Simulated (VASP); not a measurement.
# YSe4F2 (P4/mmm) in VASP: notebook, part 2 of 2

VASP 6.6.1.

### Step 3. Single point, PBE

This run uses another cell than the first one, of 21.60 Å³/atom.

Contents of INCAR:

```
SYSTEM = YSe4F2
ALGO     = Normal         ! electronic algorithm
EDIFF    = 1E-6           ! SCF threshold, eV
ENCUT    = 520            ! plane-wave cutoff, eV
GGA      = PE             ! functional
ISIF     = 2              ! what is computed and relaxed
ISMEAR   = 0              ! smearing method
LASPH    = .True.         ! aspherical terms in the spheres
LCHARG   = .False.        ! write CHGCAR
LREAL    = .False.        ! projectors in reciprocal space
LWAVE    = .False.        ! write WAVECAR
NBANDS   = 34             ! bands
NELM     = 80             ! most SCF steps
PREC     = Accurate       ! precision mode
SIGMA    = 0.1            ! smearing width, eV
```

Contents of KPOINTS:

```
k-points
0
Gamma
  4 4 4
  0 0 0
```

Contents of POSCAR:

```
YSe4F2
1.0
    6.4236012907      0.0000000000      0.0000000000
    0.0000000000      6.4236012907      0.0000000000
    0.0000000000      0.0000000000      3.6634878460
Y Se F
1 4 2
Direct
    0.0000000000      0.0000000000      0.0000000000
    0.3120368989      0.3120368989      0.0000000000
    0.6879631011      0.6879631011      0.0000000000
    0.3120368989      0.6879631011      0.0000000000
    0.6879631011      0.3120368989      0.0000000000
    0.0000000000      0.5000000000      0.5000000000
    0.5000000000      0.0000000000      0.5000000000
```

Potentials or basis: VASP PAW PBE potentials, release 64 (Y_sv, Se, F).

The run is started by

```console
$ cat potpaw_PBE.64/Y_sv/POTCAR potpaw_PBE.64/Se/POTCAR potpaw_PBE.64/F/POTCAR > POTCAR
$ mpirun -np 1 vasp_std > vasp.out
```

Run time: 46 s. Hardware: 1 thread of Intel Xeon 6975P-C (Granite Rapids), shared host; peak memory 0.3 GiB.

Results (log left out):

| Quantity | Value |
| --- | --- |
| Free energy | -26.8483 eV |
| Pressure | -0.2 GPa |
| Largest force | 0.033 eV/Å |
| Band gap on the k mesh | zero (an odd number of electrons rules out a gap without spin polarisation) |

Forces on the atoms (eV/Å):
```
Y    0.000  0.000  0.000
Se  -0.023 -0.023  0.000
Se   0.023  0.023  0.000
Se  -0.023  0.023  0.000
Se   0.023 -0.023  0.000
F    0.000  0.000  0.000
F    0.000  0.000  0.000
```

Stress tensor (GPa, compression positive):
```
-0.06  0.00  0.00
 0.00 -0.06  0.00
 0.00  0.00 -0.35
```

Levels at points of the mesh, in eV from the Fermi level:
```
           k point  band 22  band 23  band 24  band 25  band 26  band 27
(0.00, 0.00, 0.00)    -0.79    -0.77    -0.77    -0.09     1.13     1.35
(0.50, 0.00, 0.00)    -1.22    -0.55    -0.43    -0.25     0.55     0.79
(0.50, 0.50, 0.00)    -0.61    -0.42    -0.42    -0.32    -0.32    -0.07
(0.00, 0.00, 0.50)    -0.99    -0.85    -0.85     0.15     1.11     1.11
(0.50, 0.00, 0.50)    -1.83    -1.02    -0.76     0.04     0.66     0.75
(0.50, 0.50, 0.50)    -2.45    -1.38    -0.23    -0.13    -0.10     0.97
```

Caveat: the k points lie up to 0.43 Å⁻¹ apart, too coarse for converged energies and pressures of a metal; an odd number of electrons without spin polarisation forces a metal; a magnetic or distorted state may lie lower.

### Step 4. Relaxation of cell and atoms, PBE

This run uses another cell than the first one, of 25.70 Å³/atom.

Contents of INCAR:

```
PREC     = Accurate       # precision mode
ENCUT    = 600            # plane-wave cutoff, eV
EDIFF    = 1E-7           # SCF threshold, eV
ISMEAR   = 0              # smearing method
SIGMA    = 0.1            # smearing width, eV
LREAL    = F              # projectors in reciprocal space
LASPH    = T              # aspherical terms in the spheres
NELM     = 100            # most SCF steps
ALGO     = Normal         # electronic algorithm
ISIF     = 3              # what is computed and relaxed
LWAVE    = F              # write WAVECAR
LCHARG   = F              # write CHGCAR
GGA      = PE             # functional
IBRION   = 2              # ionic algorithm
NSW      = 90             # ionic steps
EDIFFG   = -0.04          # ionic threshold
```

Contents of KPOINTS:

```
regular mesh
0
Gamma
  4 4 4
```

Contents of POSCAR:

```
YSe4F2
1.0
    6.6118939700      0.0000000000      0.0000000000
    0.0000000000      6.6118939700      0.0000000000
    0.0000000000      0.0000000000      4.1150224100
Y Se F
1 4 2
Direct
    0.0000000000      0.0000000000      0.0000000000
    0.2186566600      0.2186566600      0.0000000000
    0.7813433400      0.7813433400      0.0000000000
    0.2186566600      0.7813433400      0.0000000000
    0.7813433400      0.2186566600      0.0000000000
    0.0000000000      0.5000000000      0.5000000000
    0.5000000000      0.0000000000      0.5000000000
```

The run is started by

```console
$ cat potpaw_PBE.64/Y_sv/POTCAR potpaw_PBE.64/Se/POTCAR potpaw_PBE.64/F/POTCAR > POTCAR
$ mpirun -np 1 vasp_std > vasp.out
```

It took 29 min on 1 thread of Intel Xeon 6975P-C (Granite Rapids), shared host; peak memory 0.43 GiB.

It converged, with:

```yaml
Free_energy: -26.8191 eV
Relaxed_volume: 19.28 Å³/atom
Relaxed_cell: a = 6.762 Å, b = 6.762 Å, c = 2.951 Å, α = 90.00°, β = 90.00°, γ = 90.00°
Space_group_after_relaxing_to_0.1_Å: P4/mmm (No. 123)
Energy_gained_by_relaxing: 1988.4 meV/atom
Ionic_steps: 24
Pressure_after_relaxing: -0.1 GPa
Largest_force_after_relaxing: 0.035 eV/Å
Band_gap_on_the_k_mesh: zero (an odd number of electrons rules out a gap without spin polarisation)
```

Forces on the atoms (eV/Å):
```
Y    0.000  0.000  0.000
Se   0.025  0.025  0.000
Se  -0.025 -0.025  0.000
Se   0.025 -0.025  0.000
Se  -0.025  0.025  0.000
F    0.000  0.000  0.000
F    0.000  0.000  0.000
```

Stress tensor (GPa, compression positive):
```
-0.21  0.00  0.00
 0.00 -0.21  0.00
 0.00  0.00  0.18
```

The path:
```csv
step,energy change (eV),largest force (eV/Å),pressure (GPa),volume (Å³)
1,0.0000,11.0527,26.63,179.90
2,-5.0736,0.9157,-8.74,308.19
3,-9.6209,0.1817,-4.01,236.76
4,-9.6770,0.3774,-3.39,233.35
5,-9.7041,0.6977,-2.37,228.34
6,-10.0623,0.8885,-2.40,215.26
7,-11.3791,1.3386,-2.01,178.67
8,-12.1329,2.1584,17.53,116.65
9,-12.4529,1.8886,0.83,150.22
10,-12.8072,2.0970,6.13,132.87
11,-12.9577,1.9053,6.58,130.66
12,-13.0956,1.4442,8.57,124.97
13,-13.3166,1.2309,6.43,127.10
14,-13.7324,0.7026,1.21,133.65
15,-13.7014,0.1327,-4.75,147.41
16,-13.8390,0.2347,-2.48,140.48
17,-13.8412,0.2942,-2.04,139.49
18,-13.8830,0.2153,-1.53,138.37
19,-13.9138,0.0232,-0.44,136.37
20,-13.9159,0.0313,-0.26,135.86
21,-13.9178,0.0456,0.09,134.91
22,-13.9179,0.0497,0.17,134.70
23,-13.9186,0.0444,0.08,134.79
24,-13.9188,0.0349,-0.08,134.95
```

Final structure:
```
Y Se F
1.0
     6.76201    0.00000    0.00000
     0.00000    6.76201    0.00000
     0.00000    0.00000    2.95146
Y Se F
1 4 2
Cartesian
  0.0000 0.0000 0.0000
  2.0553 2.0553 0.0000
  4.7067 4.7067 0.0000
  2.0553 4.7067 0.0000
  4.7067 2.0553 0.0000
  0.0000 3.3810 1.4757
  3.3810 0.0000 1.4757
```

Levels at points of the mesh, in eV from the Fermi level:
```tsv
k point	band 22	band 23	band 24	band 25	band 26	band 27	band 28	band 29
(0.00, 0.00, 0.00)	-1.09	0.87	0.87	1.04	1.21	1.50	1.88	1.88
(0.50, 0.00, 0.00)	-0.95	0.12	0.32	1.06	1.23	2.05	2.09	2.70
(0.50, 0.50, 0.00)	-1.02	-1.02	-0.88	0.62	1.03	2.01	2.01	2.88
(0.00, 0.00, 0.50)	-1.79	-1.79	-1.38	0.13	0.25	0.25	0.99	0.99
(0.50, 0.00, 0.50)	-2.11	-2.07	-1.91	-0.24	0.47	0.48	0.59	1.10
(0.50, 0.50, 0.50)	-2.46	-1.97	-1.66	-0.22	0.08	0.08	0.33	1.19
```

Caveat: the k points lie up to 0.53 Å⁻¹ apart in the final cell, too coarse for converged energies and pressures of a metal; the volume moved by over 15 % at a fixed basis, so the end points are rough; an odd number of electrons without spin polarisation forces a metal; a magnetic or distorted state may lie lower.

### Step 5. Relaxation of cell and atoms, PBE

This run uses another cell than the first one, of 21.60 Å³/atom.

Contents of INCAR:

```
  PREC = Accurate
  ENCUT = 600
  EDIFF = 1E-6
  ISMEAR = 0
  SIGMA = 0.1
  LREAL = F
  LASPH = T
  NELM = 80
  ALGO = Normal
  ISIF = 3
  LWAVE = F
  LCHARG = F
  GGA = PE
  IBRION = 2
  NSW = 90
  EDIFFG = -0.04
```

Contents of KPOINTS:

```
regular mesh
0
Gamma
  4 4 6
```

Contents of POSCAR:

```
YSe4F2
1.0
    6.4236012907      0.0000000000      0.0000000000
    0.0000000000      6.4236012907      0.0000000000
    0.0000000000      0.0000000000      3.6634878460
Y Se F
1 4 2
Direct
    0.0000000000      0.0000000000      0.0000000000
    0.3120368989      0.3120368989      0.0000000000
    0.6879631011      0.6879631011      0.0000000000
    0.3120368989      0.6879631011      0.0000000000
    0.6879631011      0.3120368989      0.0000000000
    0.0000000000      0.5000000000      0.5000000000
    0.5000000000      0.0000000000      0.5000000000
```

The run is started by

```console
$ cat potpaw_PBE.64/Y_sv/POTCAR potpaw_PBE.64/Se/POTCAR potpaw_PBE.64/F/POTCAR > POTCAR
$ mpirun -np 1 vasp_std > vasp.out
```

Wall time 5.1 min (1 thread of Intel Xeon 6975P-C (Granite Rapids), shared host); peak memory 0.38 GiB.

The run converged. Its results:

```
Free energy                           : -26.8348 eV
Relaxed volume                        : 21.51 Å³/atom
Relaxed cell                          : a = 6.487 Å, b = 6.487 Å, c = 3.578 Å, α = 90.00°, β = 90.00°, γ = 90.00°
Space group after relaxing (to 0.1 Å) : P4/mmm (No. 123)
Energy gained by relaxing             : 2.7 meV/atom
Ionic steps                           : 5
Pressure after relaxing               : 0.0 GPa
Largest force after relaxing          : 0.035 eV/Å
Band gap on the k mesh                : zero (an odd number of electrons rules out a gap without spin polarisation)
```

Forces in eV/Å, atoms in the order of the input:
```
Y    0.000  0.000  0.000
Se  -0.025 -0.025  0.000
Se   0.025  0.025  0.000
Se  -0.025  0.025  0.000
Se   0.025 -0.025  0.000
F    0.000  0.000  0.000
F    0.000  0.000  0.000
```

Stress tensor (GPa, compression positive):
```
 0.03  0.00  0.00
 0.00  0.03  0.00
 0.00  0.00 -0.18
```

The path:
```
step  energy change (eV)  largest force (eV/Å)  pressure (GPa)  volume (Å³)
   1              0.0000                0.1001            0.04       151.17
   2             -0.0067                0.0925           -0.11       151.29
   3             -0.0167                0.0679           -0.48       151.62
   4             -0.0178                0.1102            0.28       149.79
   5             -0.0189                0.0351           -0.04       150.54
```

Final structure:
```
CELL_PARAMETERS angstrom
6.48691 0.00000 0.00000
0.00000 6.48691 0.00000
0.00000 0.00000 3.57755
ATOMIC_POSITIONS crystal
Y 0.00000 0.00000 0.00000
Se 0.31471 0.31471 0.00000
Se 0.68529 0.68529 0.00000
Se 0.31471 0.68529 0.00000
Se 0.68529 0.31471 0.00000
F 0.00000 0.50000 0.50000
F 0.50000 0.00000 0.50000
```

Levels at points of the mesh, in eV from the Fermi level:
```
           k point  band 23  band 24  band 25  band 26  band 27  band 28
(0.00, 0.00, 0.00)    -0.74    -0.74    -0.15     1.14     1.23     1.23
(0.50, 0.00, 0.00)    -0.56    -0.49    -0.29     0.67     0.68     1.38
(0.50, 0.50, 0.00)    -0.49    -0.49    -0.34    -0.34    -0.10     0.55
(0.00, 0.00, 0.50)    -1.07    -1.07     0.16     0.99     0.99     1.27
(0.50, 0.00, 0.50)    -1.25    -0.96     0.09     0.56     0.61     1.45
(0.50, 0.50, 0.50)    -1.60    -0.47    -0.12    -0.01     0.95     0.95
```

Caveat: an odd number of electrons without spin polarisation forces a metal; a magnetic or distorted state may lie lower.

### Step 6. Summary

| task | cell | k mesh | cutoff (eV) | gap on the mesh (eV) | pressure (GPa) | relaxed volume (Å³/atom) | largest force (eV/Å) |
| --- | --- | --- | --- | --- | --- | --- | --- |
| single point | a = 6.488, b = 6.488, c = 3.572 Å, 7 atoms, atomic positions A | 4 × 4 × 6 | 520 | none | 0.0 | - | 0.05 |
| single point | a = 6.424, b = 6.424, c = 3.663 Å, 7 atoms, atomic positions B | 4 × 4 × 4 | 520 | none | -0.2 | - | 0.03 |
| relaxation of cell and atoms | relaxed from a = 6.612, b = 6.612, c = 4.115 Å, 7 atoms, atomic positions C | 4 × 4 × 4 | 600 | none | -0.1 | 19.28 | 0.03 |
| relaxation of cell and atoms | relaxed from a = 6.424, b = 6.424, c = 3.663 Å, 7 atoms, atomic positions B | 4 × 4 × 6 | 600 | none | 0.0 | 21.51 | 0.04 |

Alike in all rows: level PBE; potentials or basis VASP PAW PBE potentials, release 64 (Y_sv, Se, F); no spin polarisation; smearing gaussian 0.1 eV.

Caveats: some runs use coarse meshes; an odd number of electrons without spin polarisation forces a metal; a magnetic or distorted state may lie lower; the volume moved by over 15 % at a fixed basis, so the end points are rough (at least some runs).

Absolute energies hang on the potentials; compare differences alone.
